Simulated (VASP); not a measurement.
# HfN (Fm-3m) in VASP: single point with PBE

Aim: the single point of HfN with PBE.

Program: VASP 6.6.1. These are calculated values, not measurements. Logs are shortened: lines on timing, memory, paths and dates and some standing lists are left out, and cuts for length are marked.

## Step 1: The cell of the first run

It takes space group Fm-3m (No. 225, cubic). The conventional cell has a = 4.548 Å, b = 4.548 Å, c = 4.548 Å, α = 90.00°, β = 90.00°, γ = 90.00°. Within 3.0 Å of Hf (site symmetry m-3m) lie 6 N at 2.27 Å. N (site symmetry m-3m) has 6 Hf at 2.27 Å within 3.0 Å.

## Step 2: Single point, PBE

INCAR

```
  PREC = Accurate
  ENCUT = 600
  EDIFF = 1E-6
  ISMEAR = 0
  SIGMA = 0.1
  LREAL = F
  LASPH = T
  NELM = 120
  ALGO = Normal
  ISIF = 2
  LWAVE = F
  LCHARG = T
  GGA = PE
  LELF = T
  LVHAR = T
  ISYM = 0
  NBANDS = 14
  GGA_COMPAT = F
```

KPOINTS

```
regular mesh
0
Gamma
  11 8 21
```

POSCAR

```
HfN
1.0
    3.2157753968      0.0000000000      0.0000000000
    0.0000000000      4.5477931797      0.0000000000
    1.6078876984      2.2738965898      1.6078876984
Hf N
1 1
Direct
    0.0000000000      0.0000000000      0.0000000000
    0.0000000000      0.5000000000      0.0000000000
```

Potentials or basis: VASP PAW PBE potentials, release 64 (Hf_pv, N).

Command:

```bash
> cat potpaw_PBE.64/Hf_pv/POTCAR potpaw_PBE.64/N/POTCAR > POTCAR
> mpirun -np 1 vasp_std > vasp.out
```

OUTCAR:

```text
PREC = Accurate
   ENCUT = 600
   EDIFF = 1E-6
   ISMEAR = 0
   LREAL = F
   LASPH = T
   NELM = 120
   ISIF = 2
   GGA = PE
   ISYM = 0

 ion  position               nearest neighbor table
   1  0.000  0.000  0.000-   2 2.27   2 2.27   2 2.27   2 2.27   2 2.27   2 2.27
   2  0.000  0.500  0.000-   1 2.27   1 2.27   1 2.27   1 2.27   1 2.27   1 2.27

IMPORTANT INFORMATION: All symmetrisations will be switched off!
NOSYMM: (Re-)initialisation of all symmetry stuff for point group C_1.

----------------------------------------------------------------------------------------

                                     Primitive cell

  volume of cell :      23.5148

  direct lattice vectors                    reciprocal lattice vectors
     3.215775397  0.000000000  0.000000000     0.310966991  0.000000000 -0.310966991
     0.000000000  4.547793180  0.000000000     0.000000000  0.219886868 -0.310966991
     1.607887698  2.273896590  1.607887698     0.000000000  0.000000000  0.621933983

  length of vectors
     3.215775397  4.547793180  3.215775397     0.439773737  0.380855228  0.621933983

  position of ions in fractional coordinates (direct lattice)
     0.000000000  0.000000000  0.000000000
     0.000000000  0.500000000  0.000000000

  ion indices of the primitive-cell ions
   primitive index   ion index
                 1           1
                 2           2

----------------------------------------------------------------------------------------

 KPOINTS: regular mesh

Automatic generation of k-mesh.
 Grid dimensions read from file:
 generate k-points for:   11    8   21

 Generating k-lattice:

  Cartesian coordinates                     Fractional coordinates (reciprocal lattice)
     0.028269726  0.000000000 -0.028269726     0.090909091  0.000000000  0.000000000
     0.000000000  0.027485859 -0.038870874     0.000000000  0.125000000  0.000000000
     0.000000000  0.000000000  0.029615904     0.000000000  0.000000000  0.047619048

  Length of vectors
     0.039979431  0.047606903  0.029615904

  Shift w.r.t. Gamma in fractional coordinates (k-lattice)
     0.000000000  0.000000000  0.000000000

 -----------------------------------------------------------------------------
|                                                                             |
|           W    W    AA    RRRRR   N    N  II  N    N   GGGG   !!!           |
|           W    W   A  A   R    R  NN   N  II  NN   N  G    G  !!!           |
|           W    W  A    A  R    R  N N  N  II  N N  N  G       !!!           |
|           W WW W  AAAAAA  RRRRR   N  N N  II  N  N N  G  GGG   !            |
|           WW  WW  A    A  R   R   N   NN  II  N   NN  G    G                |
|           W    W  A    A  R    R  N    N  II  N    N   GGGG   !!!           |
|                                                                             |
|     Your reciprocal lattice and k-lattice belong to different lattice       |
|     classes:                                                                |
|                                                                             |
|        The reciprocal lattice is body-centered cubic,                       |
|        whereas your k-lattice is triclinic.                                 |
|                                                                             |
|     Results are often still useful ...                                      |
|                                                                             |
 -----------------------------------------------------------------------------

 WARNING: IBZKPT: internal override: KBLOWUP is changed to .FALSE.
      ... skipping the blow-up phase ...

 Subroutine IBZKPT returns following result:
 ===========================================

 Found    925 irreducible k-points:

 Following reciprocal coordinates:
            Coordinates               Weight
  0.000000  0.000000  0.000000      1.000000
  0.090909  0.000000  0.000000      2.000000
  0.181818  0.000000  0.000000      2.000000
  0.272727  0.000000  0.000000      2.000000
  0.363636  0.000000  0.000000      2.000000
  0.454545  0.000000  0.000000      2.000000
[... 16 lines left out ...]
  0.454545  0.250000  0.000000      2.000000
 -0.454545  0.250000  0.000000      2.000000
 [... further k-points ...]
   k-points           NKPTS =    925   k-points in BZ     NKDIM =    925   number of bands    NBANDS=     14
   number of dos      NEDOS =    301   number of ions     NIONS =      2
   total plane-waves  NPLWV =  28224
   dimension x,y,z NGX =    28 NGY =   36 NGZ =   28
   dimension x,y,z NGXF=    56 NGYF=   72 NGZF=   56
   ions per type =               1   1
   NGX,Y,Z   is equivalent  to a cutoff of  14.48, 13.16, 14.48 a.u.
   NGXF,Y,Z  is equivalent  to a cutoff of  28.95, 26.32, 28.95 a.u.
 SYSTEM =  unknown system
   PREC   = accura    normal or accurate (medium, high low for compatibility)
   ISTART =      0    job   : 0-new  1-cont  2-samecut
   ICHARG =      2    charge: 1-file 2-atom 10-const
   ISPIN  =      1    spin polarized calculation?
   LNONCOLLINEAR =      F non collinear calculations
   LSORBIT =      F    spin-orbit coupling
   LASPH  =      T    aspherical Exc in radial PAW
   ENCUT  =  600.0 eV  44.10 Ry    6.64 a.u.   6.42  9.08  6.42*2*pi/ulx,y,z
   NELM   =    120;   NELMIN=  2; NELMDL= -5     # of ELM steps
   EDIFF  = 0.1E-05   stopping-criterion for ELM
   LREAL  =      F    real-space projection
   EDIFFG = 0.1E-04   stopping-criterion for IOM
   NSW    =      0    number of steps for IOM
   IBRION =     -1    ionic relax: 0-MD 1-quasi-New 2-CG
   NFREE  =      0    steps in history (QN), initial steepest desc. (CG)
   ISIF   =      2    stress and relaxation
   ISYM   =      0    0-nonsym 1-usesym 2-fastsym
   POTIM  = 0.5000    time-step for ionic-motion
   TEBEG  =    0.0;   TEEND  =   0.0 temperature during run
   PSTRESS=    0.0 pullay stress
   NELECT =      15.0000    total number of electrons
   NUPDOWN=      -1.0000    fix difference up-down
   EMIN   =  10.00;   EMAX   =-10.00  energy-range for DOS
   EFERMI =   0.00;   METHOD = LEGACY
   ISMEAR =     0;   SIGMA  =   0.10  broadening in eV -4-tet -1-fermi 0-gaus
   EFERMI_NEDOS =   21; number of points for ismear=-14 and -15
   IALGO  =     38    algorithm
   IMIX   =      4    mixing-type and parameters
     AMIX     =   0.40;   BMIX     =  1.00
     AMIX_MAG =   1.60;   BMIX_MAG =  1.00
  volume/ion in A,a.u.               =      11.76        79.34
  Fermi-wavevector in a.u.,A,eV,Ry     =   1.409260  2.663116 27.021368  1.986015
  Thomas-Fermi vector in A             =   2.531334
   LORBIT       =      0    0 simple, 1 ext, 2 COOP (PROOUT), +10 PAW based schemes
   GGA     = PE    functional components
   LHFCALC =     F    Hartree Fock is set to
   AEXX    =    0.0000 exact exchange contribution
   IVDW    =     0    specifies the selected vdW correction
   LEPSILON=     F    determine dielectric tensor
   LRPA    =     F    only Hartree local field effects (RPA)
 non-spin polarized calculation
 Gauss-broadening in eV      SIGMA  =   0.10
  energy-cutoff  :      600.00
  volume of cell :       23.51
 maximum number of plane-waves:       805
 NGX is ok and might be reduce to    28
   NGX = 13   NGY = 17   NGZ = 13

 number of electron      15.0000000 magnetization

 Free energy of the ion-electron system (eV)
  ---------------------------------------------------
  ext. energy  EPLUGINS =         0.00000000
  ---------------------------------------------------
  free energy    TOTEN  =       -21.75499876 eV

  energy without entropy =      -21.75132999  energy(sigma->0) =      -21.75316438

 E-fermi :   8.2155     XC(G=0): -12.6290

 val. band max:        8.2095079603   @ k =  -0.2727  -0.3750   0.1905
 cond. band min:       8.2169948050   @ k =   0.0000   0.1250   0.0952
 fundamental gap:      0.0074868447
 Fermi energy:         8.2155150920

 k-point     1 :       0.0000    0.0000    0.0000
  band No.  band energies     occupation
      1     -23.0215      2.00000
      2     -23.0204      2.00000
      3     -23.0195      2.00000
      4      -9.1831      2.00000
      5       5.2058      2.00000
      6       5.2066      2.00000
      7       5.2075      2.00000
      8       7.8731      2.00000
      9       7.8737      2.00000
     10       7.8745      2.00000
     11       9.8205      0.00000
     12      10.1302      0.00000
     13      10.1313      0.00000
     14      17.7265      0.00000

 k-point     2 :       0.0909    0.0000    0.0000
  band No.  band energies     occupation
      1     -23.0938      2.00000
      2     -23.0445      2.00000
      3     -23.0426      2.00000
      4      -8.9505      2.00000
      5       3.9028      2.00000
      6       4.9090      2.00000
      7       4.9106      2.00000
      8       7.4584      2.00000
      9       8.5774      0.00000
     10       8.5789      0.00000
     11      10.0895      0.00000
     12      10.2664      0.00000
     13      11.7635      0.00000
     14      18.5458      0.00000

 k-point     3 :       0.1818    0.0000    0.0000
  band No.  band energies     occupation
      1     -23.2760      2.00000
      2     -23.1061      2.00000
      3     -23.1042      2.00000
      4      -8.4148      2.00000
      5       2.1846      2.00000
      6       4.5197      2.00000
      7       4.5213      2.00000
      8       6.5460      2.00000
      9      10.0905      0.00000
     10      10.0920      0.00000
     11      10.6295      0.00000
     12      10.6496      0.00000
     13      14.5928      0.00000
     14      20.3387      0.00000
[... 324 lines left out ...]
 k-point    23 :       0.4545    0.2500    0.0000
  band No.  band energies     occupation
      1     -23.6920      2.00000
      2     -23.4142      2.00000
      3     -23.2227      2.00000
      4      -7.4756      2.00000
      5       1.5804      2.00000
      6       2.6582      2.00000
      7       3.2431      2.00000
      8       7.4544      2.00000
      9      12.0277      0.00000
     10      12.5911      0.00000
     11      14.3548      0.00000
     12      14.5594      0.00000
     13      16.9447      0.00000
     14      18.3975      0.00000

 k-point    24 :      -0.4545    0.2500    0.0000
  band No.  band energies     occupation
      1     -23.7277      2.00000
      2     -23.2489      2.00000
      3     -23.1819      2.00000
      4      -7.3121      2.00000
      5       0.8531      2.00000
      6       2.5819      2.00000
      7       3.1048      2.00000
      8       7.7567      2.00000
      9      12.1236      0.00000
     10      12.3683      0.00000
     11      13.7715      0.00000
     12      14.1885      0.00000
     13      17.0448      0.00000
     14      18.7812      0.00000

 [... further k-points ...]

------------------------ aborting loop because EDIFF is reached ----------------------------------------

  FORCE on cell =-STRESS in cart. coord.  units (eV):
  Direction    XX          YY          ZZ          XY          YZ          ZX
  --------------------------------------------------------------------------------------
  -------------------------------------------------------------------------------------
  Total       -0.3676678     -0.3450799     -0.3459790      0.0042824      0.0335727      0.0003164
  in kB      -25.0509382    -23.5119230    -23.5731807      0.2917823      2.2874696      0.0215569
  external PRESSURE =     -24.0453473 kB  Pullay stress =       0.0000000 kB

 VOLUME and BASIS-vectors are now :
 -----------------------------------------------------------------------------
  energy-cutoff  :      600.00
  volume of cell :       23.51
      direct lattice vectors                 reciprocal lattice vectors
     3.215775397  0.000000000  0.000000000     0.310966991  0.000000000 -0.310966991
     0.000000000  4.547793180  0.000000000     0.000000000  0.219886868 -0.310966991
     1.607887698  2.273896590  1.607887698     0.000000000  0.000000000  0.621933983

 POSITION                                       TOTAL-FORCE (eV/Angst)
 -----------------------------------------------------------------------------------
      0.00000      0.00000      0.00000         0.000000     -0.000000     -0.000000
      0.00000      2.27390      0.00000        -0.000000      0.000000      0.000000
 -----------------------------------------------------------------------------------
    total drift:                               -0.000000      0.000000      0.000000

  FREE ENERGIE OF THE ION-ELECTRON SYSTEM (eV)
  ---------------------------------------------------
  free  energy   TOTEN  =       -21.7549987622 eV

  energy  without entropy=      -21.7513299890  energy(sigma->0) =      -21.75316438
```

It took 3.3 min on 1 thread of Intel Xeon 6975P-C (Granite Rapids), shared host; peak memory 0.51 GiB.

Results:

| Item | Value |
| --- | --- |
| Free energy | -21.7550 eV |
| Pressure | -2.4 GPa |
| Band gap on the k mesh | zero (an odd number of electrons rules out a gap without spin polarisation) |

Caveat: spin-orbit coupling is left out, which moves the levels of the heavy elements.
